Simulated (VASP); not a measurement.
# KTaO3 (P4/mmm) in VASP: further runs

The runs below take KTaO3 through single point, with PBEsol.

Everything below comes from runs of VASP 6.6.1. Logs are shortened: lines on timing, memory, paths and dates and some standing lists are left out, and cuts for length are marked.

### 1 The cell of the first run

The structure is tetragonal, space group P4/mmm (No. 123). Conventional cell: a = 3.948 Å, b = 3.948 Å, c = 3.988 Å, α = 90.00°, β = 90.00°, γ = 90.00°. Ta (site symmetry 4/mmm) has 6 O at 1.97 to 1.99 Å within 2.6 Å. Within 3.7 Å of K (site symmetry 4/mmm) lie 12 O at 2.79 to 2.81 Å and 8 Ta at 3.43 Å. O (site symmetry 4/mmm) has 2 Ta at 1.99 Å within 2.6 Å. O (site symmetry mmm) has 2 Ta at 1.97 Å within 2.6 Å.

### 2 Single point, PBEsol

INCAR

```
SYSTEM = KTaO3
PREC = Accurate
ENCUT = 520
EDIFF = 1E-6
ISMEAR = -1
SIGMA = 0.05
LREAL = .False.
LASPH = .True.
NELM = 80
ALGO = Normal
ISIF = 2
LWAVE = .False.
LCHARG = .True.
GGA = PS
LELF = .True.
LVHAR = .True.
NBANDS = 27
```

KPOINTS

```
regular mesh
0
Gamma
  6 6 6
  0 0 0
```

POSCAR

```
KTaO3
1.0
    3.9484170000      0.0000000000      0.0000000000
    0.0000000000      3.9484170000      0.0000000000
    0.0000000000      0.0000000000      3.9883000000
Ta K O
1 1 3
Direct
    0.0000000000      0.0000000000      0.0000000000
    0.5000000000      0.5000000000      0.5000000000
    0.0000000000      0.0000000000      0.5000000000
    0.0000000000      0.5000000000      0.0000000000
    0.5000000000      0.0000000000      0.0000000000
```

Potentials or basis: VASP PAW PBE potentials, release 64 (Ta_pv, K_sv, O).

Run with:

```bash
> cat potpaw_PBE.64/Ta_pv/POTCAR potpaw_PBE.64/K_sv/POTCAR potpaw_PBE.64/O/POTCAR > POTCAR
> mpirun -np 1 vasp_std > vasp.out
```

OUTCAR:

```text
SYSTEM = KTaO3
   PREC = Accurate
   ENCUT = 520
   EDIFF = 1E-6
   ISMEAR = -1
   LREAL = .False.
   LASPH = .True.
   NELM = 80
   ISIF = 2
   GGA = PS

 ion  position               nearest neighbor table
   1  0.000  0.000  0.000-   4 1.97   5 1.97   4 1.97   5 1.97   3 1.99   3 1.99   2 3.43   2 3.43
                             2 3.43   2 3.43   2 3.43   2 3.43   2 3.43   2 3.43
   2  0.500  0.500  0.500-   3 2.79   3 2.79   3 2.79   3 2.79   5 2.81   4 2.81   5 2.81   5 2.81
                             5 2.81   4 2.81   4 2.81   4 2.81   1 3.43   1 3.43   1 3.43   1 3.43
   3  0.000  0.000  0.500-   1 1.99   1 1.99   2 2.79   2 2.79   2 2.79   2 2.79
   4  0.000  0.500  0.000-   1 1.97   1 1.97   2 2.81   2 2.81   2 2.81   2 2.81
   5  0.500  0.000  0.000-   1 1.97   1 1.97   2 2.81   2 2.81   2 2.81   2 2.81

  LATTYP: Found a simple tetragonal cell.
 ALAT       =     3.9484170000
 C/A-ratio  =     1.0101010101

  Lattice vectors:

 A1 = (   3.9484170000,   0.0000000000,   0.0000000000)
 A2 = (   0.0000000000,   3.9484170000,   0.0000000000)
 A3 = (   0.0000000000,   0.0000000000,   3.9883000000)

Analysis of symmetry for initial positions (statically):
=====================================================================
 Subroutine PRICEL returns:
 Original cell was already a primitive cell.

 Routine SETGRP: Setting up the symmetry group for a
 simple tetragonal supercell.

 Subroutine GETGRP returns: Found 16 space group operations
 (whereof 16 operations were pure point group operations)
 out of a pool of 16 trial point group operations.

The static configuration has the point symmetry D_4h.

Analysis of symmetry for dynamics (positions and initial velocities):
=====================================================================
 Subroutine PRICEL returns:
 Original cell was already a primitive cell.

 Routine SETGRP: Setting up the symmetry group for a
 simple tetragonal supercell.

 Subroutine GETGRP returns: Found 16 space group operations
 (whereof 16 operations were pure point group operations)
 out of a pool of 16 trial point group operations.

The dynamic configuration has the point symmetry D_4h.

 Subroutine INISYM returns: Found 16 space group operations
 (whereof 16 operations are pure point group operations),
 and found     1 'primitive' translations

----------------------------------------------------------------------------------------

                                     Primitive cell

  volume of cell :      62.1776

  direct lattice vectors                    reciprocal lattice vectors
     3.948417000  0.000000000  0.000000000     0.253266056  0.000000000  0.000000000
     0.000000000  3.948417000  0.000000000     0.000000000  0.253266056  0.000000000
     0.000000000  0.000000000  3.988300000     0.000000000  0.000000000  0.250733395

  length of vectors
     3.948417000  3.948417000  3.988300000     0.253266056  0.253266056  0.250733395

  position of ions in fractional coordinates (direct lattice)
     0.000000000  0.000000000  0.000000000
     0.500000000  0.500000000  0.500000000
     0.000000000  0.000000000  0.500000000
     0.000000000  0.500000000  0.000000000
     0.500000000  0.000000000  0.000000000

  ion indices of the primitive-cell ions
   primitive index   ion index
                 1           1
                 2           2
                 3           3
                 4           4
                 5           5

----------------------------------------------------------------------------------------

 KPOINTS: regular mesh

Automatic generation of k-mesh.
 Grid dimensions read from file:
 generate k-points for:    6    6    6

 Generating k-lattice:

  Cartesian coordinates                     Fractional coordinates (reciprocal lattice)
     0.042211009  0.000000000  0.000000000     0.166666667  0.000000000  0.000000000
     0.000000000  0.042211009  0.000000000     0.000000000  0.166666667  0.000000000
     0.000000000  0.000000000  0.041788899     0.000000000  0.000000000  0.166666667

  Length of vectors
     0.042211009  0.042211009  0.041788899

  Shift w.r.t. Gamma in fractional coordinates (k-lattice)
     0.000000000  0.000000000  0.000000000

 Subroutine IBZKPT returns following result:
 ===========================================

 Found     40 irreducible k-points:

 Following reciprocal coordinates:
            Coordinates               Weight
  0.000000  0.000000  0.000000      1.000000
  0.166667  0.000000  0.000000      4.000000
  0.333333  0.000000  0.000000      4.000000
  0.500000  0.000000  0.000000      2.000000
  0.166667  0.166667  0.000000      4.000000
  0.333333  0.166667  0.000000      8.000000
[... 16 lines left out ...]
  0.333333  0.000000  0.333333      8.000000
  0.500000  0.000000  0.333333      4.000000
 [... further k-points ...]
   k-points           NKPTS =     40   k-points in BZ     NKDIM =     40   number of bands    NBANDS=     27
   number of dos      NEDOS =    301   number of ions     NIONS =      5
   total plane-waves  NPLWV =  27000
   dimension x,y,z NGX =    30 NGY =   30 NGZ =   30
   dimension x,y,z NGXF=    60 NGYF=   60 NGZF=   60
   ions per type =               1   1   3
   NGX,Y,Z   is equivalent  to a cutoff of  12.63, 12.63, 12.51 a.u.
   NGXF,Y,Z  is equivalent  to a cutoff of  25.26, 25.26, 25.01 a.u.
 SYSTEM =  KTaO3
   PREC   = accura    normal or accurate (medium, high low for compatibility)
   ISTART =      0    job   : 0-new  1-cont  2-samecut
   ICHARG =      2    charge: 1-file 2-atom 10-const
   ISPIN  =      1    spin polarized calculation?
   LNONCOLLINEAR =      F non collinear calculations
   LSORBIT =      F    spin-orbit coupling
   LASPH  =      T    aspherical Exc in radial PAW
   ENCUT  =  520.0 eV  38.22 Ry    6.18 a.u.   7.34  7.34  7.42*2*pi/ulx,y,z
   NELM   =     80;   NELMIN=  2; NELMDL= -5     # of ELM steps
   EDIFF  = 0.1E-05   stopping-criterion for ELM
   LREAL  =      F    real-space projection
   EDIFFG = 0.1E-04   stopping-criterion for IOM
   NSW    =      0    number of steps for IOM
   IBRION =     -1    ionic relax: 0-MD 1-quasi-New 2-CG
   NFREE  =      0    steps in history (QN), initial steepest desc. (CG)
   ISIF   =      2    stress and relaxation
   ISYM   =      2    0-nonsym 1-usesym 2-fastsym
   POTIM  = 0.5000    time-step for ionic-motion
   TEBEG  =    0.0;   TEEND  =   0.0 temperature during run
   PSTRESS=    0.0 pullay stress
   NELECT =      38.0000    total number of electrons
   NUPDOWN=      -1.0000    fix difference up-down
   EMIN   =  10.00;   EMAX   =-10.00  energy-range for DOS
   EFERMI =   0.00;   METHOD = LEGACY
   ISMEAR =    -1;   SIGMA  =   0.05  broadening in eV -4-tet -1-fermi 0-gaus
   EFERMI_NEDOS =   21; number of points for ismear=-14 and -15
   IALGO  =     38    algorithm
   IMIX   =      4    mixing-type and parameters
     AMIX     =   0.40;   BMIX     =  1.00
     AMIX_MAG =   1.60;   BMIX_MAG =  1.00
  volume/ion in A,a.u.               =      12.44        83.92
  Fermi-wavevector in a.u.,A,eV,Ry     =   1.389285  2.625368 26.260787  1.930113
  Thomas-Fermi vector in A             =   2.513331
   LORBIT       =      0    0 simple, 1 ext, 2 COOP (PROOUT), +10 PAW based schemes
   GGA     = PS    functional components
   LHFCALC =     F    Hartree Fock is set to
   AEXX    =    0.0000 exact exchange contribution
   IVDW    =     0    specifies the selected vdW correction
   LEPSILON=     F    determine dielectric tensor
   LRPA    =     F    only Hartree local field effects (RPA)
 non-spin polarized calculation
  energy-cutoff  :      520.00
  volume of cell :       62.18
 maximum number of plane-waves:      1703
 NGX is ok and might be reduce to    30
   NGX = 15   NGY = 15   NGZ = 15

 number of electron      37.9999982 magnetization

 Free energy of the ion-electron system (eV)
  ---------------------------------------------------
  ext. energy  EPLUGINS =         0.00000000
  ---------------------------------------------------
  free energy    TOTEN  =       -42.89425100 eV

  energy without entropy =      -42.89425100  energy(sigma->0) =      -42.89425100

 E-fermi :   2.8879     XC(G=0): -11.2460

 val. band max:        1.8062842960   @ k =   0.5000   0.5000   0.5000
 cond. band min:       3.9212531065   @ k =   0.0000   0.0000   0.0000
 fundamental gap:      2.1149688104
 Fermi energy:         2.8879210867

 k-point     1 :       0.0000    0.0000    0.0000
  band No.  band energies     occupation
      1     -32.1815      2.00000
      2     -32.1815      2.00000
      3     -32.1628      2.00000
      4     -25.3011      2.00000
      5     -15.7645      2.00000
      6     -15.0739      2.00000
[... 19 lines left out ...]
     26       9.6811      0.00000
     27       9.7365      0.00000

 k-point     2 :       0.1667    0.0000    0.0000
  band No.  band energies     occupation
      1     -32.2081      2.00000
      2     -32.1804      2.00000
      3     -32.1617      2.00000
      4     -25.2926      2.00000
      5     -15.6813      2.00000
      6     -14.9965      2.00000
[... 19 lines left out ...]
     26      10.0825      0.00000
     27      10.2400      0.00000

 k-point     3 :       0.3333    0.0000    0.0000
  band No.  band energies     occupation
      1     -32.2607      2.00000
      2     -32.1784      2.00000
      3     -32.1596      2.00000
      4     -25.2756      2.00000
      5     -15.6368      2.00000
      6     -14.9734      2.00000
[... 19 lines left out ...]
     26      10.8574      0.00000
     27      11.9637      0.00000

 k-point     4 :       0.5000    0.0000    0.0000
  band No.  band energies     occupation
      1     -32.2866      2.00000
      2     -32.1773      2.00000
      3     -32.1586      2.00000
      4     -25.2671      2.00000
      5     -15.6442      2.00000
      6     -14.9666      2.00000
[... 19 lines left out ...]
     26      11.2724      0.00000
     27      12.2073      0.00000

 k-point     5 :       0.1667    0.1667    0.0000
  band No.  band energies     occupation
      1     -32.2074      2.00000
      2     -32.2066      2.00000
      3     -32.1607      2.00000
      4     -25.2852      2.00000
      5     -15.5567      2.00000
      6     -14.8857      2.00000
[... 19 lines left out ...]
     26      10.4481      0.00000
     27      10.6876      0.00000

 k-point     6 :       0.3333    0.1667    0.0000
  band No.  band energies     occupation
      1     -32.2594      2.00000
      2     -32.2047      2.00000
      3     -32.1586      2.00000
      4     -25.2703      2.00000
      5     -15.4630      2.00000
      6     -14.8634      2.00000
[... 444 lines left out ...]
      1     -32.2325      2.00000
      2     -32.1788      2.00000
      3     -32.1788      2.00000
      4     -25.2771      2.00000
      5     -15.7020      2.00000
      6     -15.0559      2.00000
[... 19 lines left out ...]
     26      10.7752      0.00000
     27      11.8339      0.00000

 k-point    22 :       0.1667    0.0000    0.3333
  band No.  band energies     occupation
      1     -32.2312      2.00000
      2     -32.2051      2.00000
      3     -32.1777      2.00000
      4     -25.2718      2.00000
      5     -15.5584      2.00000
      6     -14.9152      2.00000
[... 19 lines left out ...]
     26      11.1229      0.00000
     27      12.1204      0.00000

 k-point    23 :       0.3333    0.0000    0.3333
  band No.  band energies     occupation
      1     -32.2572      2.00000
      2     -32.2285      2.00000
      3     -32.1757      2.00000
      4     -25.2612      2.00000
      5     -15.4051      2.00000
      6     -14.4469      2.00000
[... 19 lines left out ...]
     26      12.1464      0.00000
     27      12.9038      0.00000

 k-point    24 :       0.5000    0.0000    0.3333
  band No.  band energies     occupation
      1     -32.2829      2.00000
      2     -32.2272      2.00000
      3     -32.1747      2.00000
      4     -25.2559      2.00000
      5     -15.3680      2.00000
      6     -14.3696      2.00000
[... 19 lines left out ...]
     26      12.4704      0.00000
     27      13.2912      0.00000

 [... further k-points ...]

------------------------ aborting loop because EDIFF is reached ----------------------------------------

  FORCE on cell =-STRESS in cart. coord.  units (eV):
  Direction    XX          YY          ZZ          XY          YZ          ZX
  --------------------------------------------------------------------------------------
  -------------------------------------------------------------------------------------
  Total        2.3315880      2.3315880      0.7485883      0.0000000      0.0000000      0.0000000
  in kB       60.0798106     60.0798106     19.2894466      0.0000000      0.0000000      0.0000000
  external PRESSURE =      46.4830226 kB  Pullay stress =       0.0000000 kB

 VOLUME and BASIS-vectors are now :
 -----------------------------------------------------------------------------
  energy-cutoff  :      520.00
  volume of cell :       62.18
      direct lattice vectors                 reciprocal lattice vectors
     3.948417000  0.000000000  0.000000000     0.253266056  0.000000000  0.000000000
     0.000000000  3.948417000  0.000000000     0.000000000  0.253266056  0.000000000
     0.000000000  0.000000000  3.988300000     0.000000000  0.000000000  0.250733395

 POSITION                                       TOTAL-FORCE (eV/Angst)
 -----------------------------------------------------------------------------------
      0.00000      0.00000      0.00000         0.000000      0.000000      0.000000
      1.97421      1.97421      1.99415         0.000000      0.000000      0.000000
      0.00000      0.00000      1.99415         0.000000      0.000000      0.000000
      0.00000      1.97421      0.00000         0.000000      0.000000      0.000000
      1.97421      0.00000      0.00000         0.000000      0.000000      0.000000
 -----------------------------------------------------------------------------------
    total drift:                                0.000000     -0.000000      0.000000

  FREE ENERGIE OF THE ION-ELECTRON SYSTEM (eV)
  ---------------------------------------------------
  free  energy   TOTEN  =       -42.8942509975 eV

  energy  without entropy=      -42.8942509974  energy(sigma->0) =      -42.89425100
```

It took 42 s on 1 thread of Intel Xeon 6975P-C (Granite Rapids), shared host; peak memory 0.21 GiB.

What came out:

```
Free energy            : -42.8943 eV
Pressure               : 4.6 GPa
Band gap on the k mesh : 2.12 eV, indirect (least direct gap 2.73 eV)
```

Stress tensor (GPa, compression positive):
```
6.01 0.00 0.00
0.00 6.01 0.00
0.00 0.00 1.93
```

Caveat: the PAW data sets were made with another functional, which shifts forces and pressure a little; spin-orbit coupling is left out, which moves the levels of the heavy elements. As with any semilocal functional, this PBEsol gap is likely too small.

### 3 Single point, PBEsol

This run uses another cell than the first one, of 12.94 Å³/atom, 1.041 times its volume.

INCAR

```
SYSTEM = KTaO3
ALGO = Normal ; EDIFF = 1E-7
ENCUT = 520 ; GGA = PS
ISIF = 2 ; ISMEAR = -1
LASPH = .True. ; LCHARG = .False.
LREAL = .False. ; LWAVE = .False.
NBANDS = 27 ; NELM = 60
PREC = Accurate ; SIGMA = 0.05
```

KPOINTS

```
k-points
0
Gamma
  6 6 6
  0 0 0
```

Changes to POSCAR since step 2:

```diff
@@ -2,4 +2,4 @@
 1.0
-    3.9484170000      0.0000000000      0.0000000000
-    0.0000000000      3.9484170000      0.0000000000
+    4.0281830000      0.0000000000      0.0000000000
+    0.0000000000      4.0281830000      0.0000000000
     0.0000000000      0.0000000000      3.9883000000
```

Potentials or basis: VASP PAW PBE potentials, release 64 (Ta_pv, K_sv, O).

Run with:

```bash
> cat potpaw_PBE.64/Ta_pv/POTCAR potpaw_PBE.64/K_sv/POTCAR potpaw_PBE.64/O/POTCAR > POTCAR
> mpirun -np 1 vasp_std > vasp.out
```

Wall time 45 s (1 thread of Intel Xeon 6975P-C (Granite Rapids), shared host); peak memory 0.2 GiB.

The run converged. Its results:

```
Free energy            : -42.9033 eV
Pressure               : -3.6 GPa
Band gap on the k mesh : 2.02 eV, indirect (least direct gap 2.66 eV)
```

Stress tensor (GPa, compression positive):
```
-4.75  0.00  0.00
 0.00 -4.75  0.00
 0.00  0.00 -1.22
```

Levels at points of the mesh, in eV from the valence-band top:
```tsv
k point	band 16	band 17	band 18	band 19	band 20	band 21	band 22	band 23
(0.00, 0.00, 0.00)	-1.01	-0.64	-0.64	-0.63	2.02	2.04	2.04	6.25
(0.50, 0.00, 0.00)	-2.16	-1.51	-0.88	-0.85	2.19	4.80	4.80	6.58
(0.50, 0.50, 0.00)	-1.71	-1.51	-1.51	-0.04	4.84	4.84	6.07	7.53
(0.00, 0.00, 0.50)	-2.12	-1.49	-0.85	-0.85	2.19	4.93	4.93	6.47
(0.50, 0.00, 0.50)	-1.71	-1.41	-1.40	-0.05	4.84	4.96	6.17	7.29
(0.50, 0.50, 0.50)	-3.82	-0.01	-0.01	0.00	6.21	6.29	6.29	8.69
```

Caveat: the PAW data sets were made with another functional, which shifts forces and pressure a little; spin-orbit coupling is left out, which moves the levels of the heavy elements. A k mesh can miss the band edges.

(Continued in part 2 of 2.)
